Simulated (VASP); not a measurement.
# GaSb (F-43m) in VASP: further runs

GaSb is run at these levels: LDA, PBE0, HF; tasks: single point.

Program: VASP 6.6.1. These are calculated values, not measurements. Logs are shortened: lines on timing, memory, paths and dates and some standing lists are left out, and cuts for length are marked.

### 1 The cell of the first run

Symmetry: F-43m, No. 216, cubic system. Conventional cell: a = 6.111 Å, b = 6.111 Å, c = 6.111 Å, α = 90.00°, β = 90.00°, γ = 90.00°. Within 3.5 Å of Ga (site symmetry -43m) lie 4 Sb at 2.65 Å. Sb (site symmetry -43m) has 4 Ga at 2.65 Å within 3.5 Å.

### 2 Single point, LDA

INCAR reads:

```
ALGO = Normal
EDIFF = 1E-7
ENCUT = 520
ISIF = 2
ISMEAR = 0
LASPH = T
LCHARG = F
LREAL = F
LWAVE = F
NBANDS = 16
NELM = 100
PREC = Accurate
SIGMA = 0.1
```

KPOINTS reads:

```
k-points
0
Gamma
  12 12 12
```

POSCAR reads:

```
GaSb
1.0
    0.0000000000      3.0556142815      3.0556142815
    3.0556142815      0.0000000000      3.0556142815
    3.0556142815      3.0556142815      0.0000000000
Ga Sb
1 1
Direct
    0.0000000000      0.0000000000      0.0000000000
    0.2500000000      0.2500000000      0.2500000000
```

Potentials or basis: VASP PAW LDA potentials, release 64 (Ga_d, Sb).

Run with:

```bash
$ cat potpaw_LDA.64/Ga_d/POTCAR potpaw_LDA.64/Sb/POTCAR > POTCAR
$ mpirun -np 1 vasp_std > vasp.out
```

OUTCAR:

```text
EDIFF = 1E-7
   ENCUT = 520
   ISIF = 2
   ISMEAR = 0
   LASPH = T
   LREAL = F
   NELM = 100
   PREC = Accurate

 ion  position               nearest neighbor table
   1  0.000  0.000  0.000-   2 2.65   2 2.65   2 2.65   2 2.65
   2  0.250  0.250  0.250-   1 2.65   1 2.65   1 2.65   1 2.65

  LATTYP: Found a face centered cubic cell.
 ALAT       =     6.1112285630

  Lattice vectors:

 A1 = (   0.0000000000,   3.0556142815,   3.0556142815)
 A2 = (   3.0556142815,   0.0000000000,   3.0556142815)
 A3 = (   3.0556142815,   3.0556142815,   0.0000000000)

Analysis of symmetry for initial positions (statically):
=====================================================================
 Subroutine PRICEL returns:
 Original cell was already a primitive cell.

 Routine SETGRP: Setting up the symmetry group for a
 face centered cubic supercell.

 Subroutine GETGRP returns: Found 24 space group operations
 (whereof 24 operations were pure point group operations)
 out of a pool of 48 trial point group operations.

The static configuration has the point symmetry T_d .

Analysis of symmetry for dynamics (positions and initial velocities):
=====================================================================
 Subroutine PRICEL returns:
 Original cell was already a primitive cell.

 Routine SETGRP: Setting up the symmetry group for a
 face centered cubic supercell.

 Subroutine GETGRP returns: Found 24 space group operations
 (whereof 24 operations were pure point group operations)
 out of a pool of 48 trial point group operations.

The dynamic configuration has the point symmetry T_d .

 Subroutine INISYM returns: Found 24 space group operations
 (whereof 24 operations are pure point group operations),
 and found     1 'primitive' translations

----------------------------------------------------------------------------------------

                                     Primitive cell

  volume of cell :      57.0592

  direct lattice vectors                    reciprocal lattice vectors
     0.000000000  3.055614282  3.055614282    -0.163633219  0.163633219  0.163633219
     3.055614282  0.000000000  3.055614282     0.163633219 -0.163633219  0.163633219
     3.055614282  3.055614282  0.000000000     0.163633219  0.163633219 -0.163633219

  length of vectors
     4.321291158  4.321291158  4.321291158     0.283421049  0.283421049  0.283421049

  position of ions in fractional coordinates (direct lattice)
     0.000000000  0.000000000  0.000000000
     0.250000000  0.250000000  0.250000000

  ion indices of the primitive-cell ions
   primitive index   ion index
                 1           1
                 2           2

----------------------------------------------------------------------------------------

 KPOINTS: k-points

Automatic generation of k-mesh.
 Grid dimensions read from file:
 generate k-points for:   12   12   12

 Generating k-lattice:

  Cartesian coordinates                     Fractional coordinates (reciprocal lattice)
    -0.013636102  0.013636102  0.013636102     0.083333333  0.000000000  0.000000000
     0.013636102 -0.013636102  0.013636102     0.000000000  0.083333333  0.000000000
     0.013636102  0.013636102 -0.013636102     0.000000000  0.000000000  0.083333333

  Length of vectors
     0.023618421  0.023618421  0.023618421

  Shift w.r.t. Gamma in fractional coordinates (k-lattice)
     0.000000000  0.000000000  0.000000000

 Subroutine IBZKPT returns following result:
 ===========================================

 Found     72 irreducible k-points:

 Following reciprocal coordinates:
            Coordinates               Weight
  0.000000  0.000000  0.000000      1.000000
  0.083333  0.000000  0.000000      8.000000
  0.166667  0.000000  0.000000      8.000000
  0.250000  0.000000  0.000000      8.000000
  0.333333  0.000000  0.000000      8.000000
  0.416667  0.000000  0.000000      8.000000
[... 16 lines left out ...]
  0.500000  0.166667  0.000000     24.000000
 -0.416667  0.166667  0.000000     24.000000
 [... further k-points ...]
   k-points           NKPTS =     72   k-points in BZ     NKDIM =     72   number of bands    NBANDS=     16
   number of dos      NEDOS =    301   number of ions     NIONS =      2
   total plane-waves  NPLWV =  32768
   dimension x,y,z NGX =    32 NGY =   32 NGZ =   32
   dimension x,y,z NGXF=    64 NGYF=   64 NGZF=   64
   ions per type =               1   1
   NGX,Y,Z   is equivalent  to a cutoff of  12.31, 12.31, 12.31 a.u.
   NGXF,Y,Z  is equivalent  to a cutoff of  24.62, 24.62, 24.62 a.u.
 SYSTEM =  unknown system
   PREC   = accura    normal or accurate (medium, high low for compatibility)
   ISTART =      0    job   : 0-new  1-cont  2-samecut
   ICHARG =      2    charge: 1-file 2-atom 10-const
   ISPIN  =      1    spin polarized calculation?
   LNONCOLLINEAR =      F non collinear calculations
   LSORBIT =      F    spin-orbit coupling
   LASPH  =      T    aspherical Exc in radial PAW
   ENCUT  =  520.0 eV  38.22 Ry    6.18 a.u.   8.03  8.03  8.03*2*pi/ulx,y,z
   NELM   =    100;   NELMIN=  2; NELMDL= -5     # of ELM steps
   EDIFF  = 0.1E-06   stopping-criterion for ELM
   LREAL  =      F    real-space projection
   EDIFFG = 0.1E-05   stopping-criterion for IOM
   NSW    =      0    number of steps for IOM
   IBRION =     -1    ionic relax: 0-MD 1-quasi-New 2-CG
   NFREE  =      0    steps in history (QN), initial steepest desc. (CG)
   ISIF   =      2    stress and relaxation
   ISYM   =      2    0-nonsym 1-usesym 2-fastsym
   POTIM  = 0.5000    time-step for ionic-motion
   TEBEG  =    0.0;   TEEND  =   0.0 temperature during run
   PSTRESS=    0.0 pullay stress
   NELECT =      18.0000    total number of electrons
   NUPDOWN=      -1.0000    fix difference up-down
   EMIN   =  10.00;   EMAX   =-10.00  energy-range for DOS
   EFERMI =   0.00;   METHOD = LEGACY
   ISMEAR =     0;   SIGMA  =   0.10  broadening in eV -4-tet -1-fermi 0-gaus
   EFERMI_NEDOS =   21; number of points for ismear=-14 and -15
   IALGO  =     38    algorithm
   IMIX   =      4    mixing-type and parameters
     AMIX     =   0.40;   BMIX     =  1.00
     AMIX_MAG =   1.60;   BMIX_MAG =  1.00
  volume/ion in A,a.u.               =      28.53       192.53
  Fermi-wavevector in a.u.,A,eV,Ry     =   1.114441  2.105988 16.898151  1.241979
  Thomas-Fermi vector in A             =   2.251036
   LORBIT       =      0    0 simple, 1 ext, 2 COOP (PROOUT), +10 PAW based schemes
   GGA     = CA    functional components
   LHFCALC =     F    Hartree Fock is set to
   AEXX    =    0.0000 exact exchange contribution
   IVDW    =     0    specifies the selected vdW correction
   LEPSILON=     F    determine dielectric tensor
   LRPA    =     F    only Hartree local field effects (RPA)
 non-spin polarized calculation
 Gauss-broadening in eV      SIGMA  =   0.10
  energy-cutoff  :      520.00
  volume of cell :       57.06
 maximum number of plane-waves:      1572
   NGX = 17   NGY = 17   NGZ = 17

 number of electron      17.9999985 magnetization

 Free energy of the ion-electron system (eV)
  ---------------------------------------------------
  ext. energy  EPLUGINS =         0.00000000
  ---------------------------------------------------
  free energy    TOTEN  =        -8.66713382 eV

  energy without entropy =       -8.66700276  energy(sigma->0) =       -8.66706829

 E-fermi :   4.7578     XC(G=0):  -9.4120

 val. band max:        4.7115004914   @ k =   0.0000   0.0000   0.0000
 cond. band min:       5.0163336573   @ k =   0.5000   0.0000   0.0000
 fundamental gap:      0.3048331659
 Fermi energy:         4.7578190491

 k-point     1 :       0.0000    0.0000    0.0000
  band No.  band energies     occupation
      1     -10.4376      2.00000
      2     -10.4376      2.00000
      3     -10.4376      2.00000
      4     -10.3878      2.00000
      5     -10.3878      2.00000
      6      -6.8283      2.00000
[... 8 lines left out ...]
     15      13.2775      0.00000
     16      13.2775      0.00000

 k-point     2 :       0.0833    0.0000    0.0000
  band No.  band energies     occupation
      1     -10.4395      2.00000
      2     -10.4367      2.00000
      3     -10.4367      2.00000
      4     -10.3879      2.00000
      5     -10.3879      2.00000
      6      -6.7567      2.00000
[... 8 lines left out ...]
     15      12.7494      0.00000
     16      12.7494      0.00000

 k-point     3 :       0.1667    0.0000    0.0000
  band No.  band energies     occupation
      1     -10.4446      2.00000
      2     -10.4345      2.00000
      3     -10.4345      2.00000
      4     -10.3881      2.00000
      5     -10.3881      2.00000
      6      -6.5459      2.00000
[... 8 lines left out ...]
     15      12.2738      0.00000
     16      12.2738      0.00000

 k-point     4 :       0.2500    0.0000    0.0000
  band No.  band energies     occupation
      1     -10.4516      2.00000
      2     -10.4317      2.00000
      3     -10.4317      2.00000
      4     -10.3882      2.00000
      5     -10.3882      2.00000
      6      -6.2114      2.00000
[... 8 lines left out ...]
     15      12.2504      0.00000
     16      12.2504      0.00000

 k-point     5 :       0.3333    0.0000    0.0000
  band No.  band energies     occupation
      1     -10.4584      2.00000
      2     -10.4291      2.00000
      3     -10.4291      2.00000
      4     -10.3880      2.00000
      5     -10.3880      2.00000
      6      -5.7926      2.00000
[... 8 lines left out ...]
     15      12.7662      0.00000
     16      12.7662      0.00000

 k-point     6 :       0.4167    0.0000    0.0000
  band No.  band energies     occupation
      1     -10.4634      2.00000
      2     -10.4274      2.00000
      3     -10.4274      2.00000
      4     -10.3877      2.00000
      5     -10.3877      2.00000
      6      -5.3868      2.00000
[... 8 lines left out ...]
     15      13.6952      0.00000
     16      13.6952      0.00000
[... 267 lines left out ...]
 k-point    21 :       0.3333    0.1667    0.0000
  band No.  band energies     occupation
      1     -10.4613      2.00000
      2     -10.4268      2.00000
      3     -10.4258      2.00000
      4     -10.3918      2.00000
      5     -10.3862      2.00000
      6      -5.8357      2.00000
[... 8 lines left out ...]
     15      13.2877      0.00000
     16      13.8284      0.00000

 k-point    22 :       0.4167    0.1667    0.0000
  band No.  band energies     occupation
      1     -10.4658      2.00000
      2     -10.4254      2.00000
      3     -10.4238      2.00000
      4     -10.3915      2.00000
      5     -10.3864      2.00000
      6      -5.4147      2.00000
[... 8 lines left out ...]
     15      13.8095      0.00000
     16      14.5144      0.00000

 k-point    23 :       0.5000    0.1667    0.0000
  band No.  band energies     occupation
      1     -10.4682      2.00000
      2     -10.4246      2.00000
      3     -10.4231      2.00000
      4     -10.3906      2.00000
      5     -10.3869      2.00000
      6      -5.0649      2.00000
[... 8 lines left out ...]
     15      14.3844      0.00000
     16      14.5709      0.00000

 k-point    24 :      -0.4167    0.1667    0.0000
  band No.  band energies     occupation
      1     -10.4681      2.00000
      2     -10.4246      2.00000
      3     -10.4236      2.00000
      4     -10.3894      2.00000
      5     -10.3879      2.00000
      6      -5.0071      2.00000
[... 8 lines left out ...]
     15      13.3372      0.00000
     16      13.7515      0.00000

 [... further k-points ...]
[... 5 lines left out ...]
  --------------------------------------------------------------------------------------
  -------------------------------------------------------------------------------------
  Total       -0.5042679     -0.5042679     -0.5042679      0.0000000      0.0000000     -0.0000000
  in kB      -14.1594473    -14.1594473    -14.1594473      0.0000000      0.0000000     -0.0000000
  external PRESSURE =     -14.1594473 kB  Pullay stress =       0.0000000 kB

 VOLUME and BASIS-vectors are now :
 -----------------------------------------------------------------------------
  energy-cutoff  :      520.00
  volume of cell :       57.06
      direct lattice vectors                 reciprocal lattice vectors
     0.000000000  3.055614282  3.055614282    -0.163633219  0.163633219  0.163633219
     3.055614282  0.000000000  3.055614282     0.163633219 -0.163633219  0.163633219
     3.055614282  3.055614282  0.000000000     0.163633219  0.163633219 -0.163633219

 POSITION                                       TOTAL-FORCE (eV/Angst)
 -----------------------------------------------------------------------------------
      0.00000      0.00000      0.00000         0.000000      0.000000      0.000000
      1.52781      1.52781      1.52781        -0.000000     -0.000000     -0.000000
 -----------------------------------------------------------------------------------
    total drift:                                0.000000      0.000000      0.000000

  FREE ENERGIE OF THE ION-ELECTRON SYSTEM (eV)
  ---------------------------------------------------
  free  energy   TOTEN  =        -8.6671338230 eV

  energy  without entropy=       -8.6670027635  energy(sigma->0) =       -8.66706829
```

Run time: 16 s. Hardware: 1 thread of Intel Xeon 6975P-C (Granite Rapids), shared host; peak memory 0.2 GiB.

What came out:

* Free energy: -8.6671 eV
* Pressure: -1.4 GPa
* Band gap on the k mesh: zero (filled and empty bands touch)

Caveat: spin-orbit coupling is left out, which moves the levels of the heavy elements.

### 3 Single point, PBE0

POSCAR is that of step 2.

INCAR.step1 reads:

```
SYSTEM = GaSb
PREC = Accurate
ENCUT = 520
EDIFF = 1E-5
ISMEAR = 0
SIGMA = 0.1
LREAL = .FALSE.
LASPH = .TRUE.
NELM = 60
ALGO = Normal
ISIF = 2
LWAVE = .TRUE.
GGA = PE
NBANDS = 16
```

INCAR.step2 reads:

```
SYSTEM = GaSb
PREC = Accurate
ENCUT = 520
EDIFF = 1E-6
ISMEAR = 0
SIGMA = 0.1
LREAL = .FALSE.
LASPH = .TRUE.
NELM = 60
ALGO = Normal
ISIF = 2
LWAVE = .FALSE.
LCHARG = .TRUE.
GGA = PE
LHFCALC = .TRUE.
AEXX = 0.25
PRECFOCK = Normal
LELF = .TRUE.
LVHAR = .TRUE.
ISTART = 1
NBANDS = 16
```

KPOINTS reads:

```
regular mesh
0
G
  4 4 4
  0 0 0
```

Potentials or basis: VASP PAW PBE potentials, release 64 (Ga_d, Sb).

Run with:

```bash
$ cat potpaw_PBE.64/Ga_d/POTCAR potpaw_PBE.64/Sb/POTCAR > POTCAR
$ cp INCAR.step1 INCAR
$ mpirun -np 1 vasp_std > vasp.out
$ cp INCAR.step2 INCAR
$ mpirun -np 1 vasp_std > vasp.out
```

Wall time 5.6 min (1 thread of Intel Xeon 6975P-C (Granite Rapids), shared host); peak memory 0.19 GiB.

Results (log left out):

```
Free energy            : -9.6988 eV
Pressure               : 0.2 GPa
Band gap on the k mesh : 1.63 eV, direct
```

Levels at points of the mesh, in eV from the valence-band top:
```csv
k point,band 6,band 7,band 8,band 9,band 10,band 11,band 12,band 13
"(0.00, 0.00, 0.00)",-12.63,0.00,0.00,0.00,1.63,4.21,4.21,4.21
"(0.50, 0.00, 0.00)",-10.81,-6.98,-1.26,-1.26,1.80,5.22,5.22,8.03
"(0.50, 0.50, 0.00)",-9.87,-7.46,-2.83,-2.83,2.21,2.53,10.70,10.70
```

Caveat: the k points lie up to 0.45 Å⁻¹ apart; the PAW data sets were made with another functional, which shifts forces and pressure a little; spin-orbit coupling is left out, which moves the levels of the heavy elements.

(Part 1 of 2 ends here.)
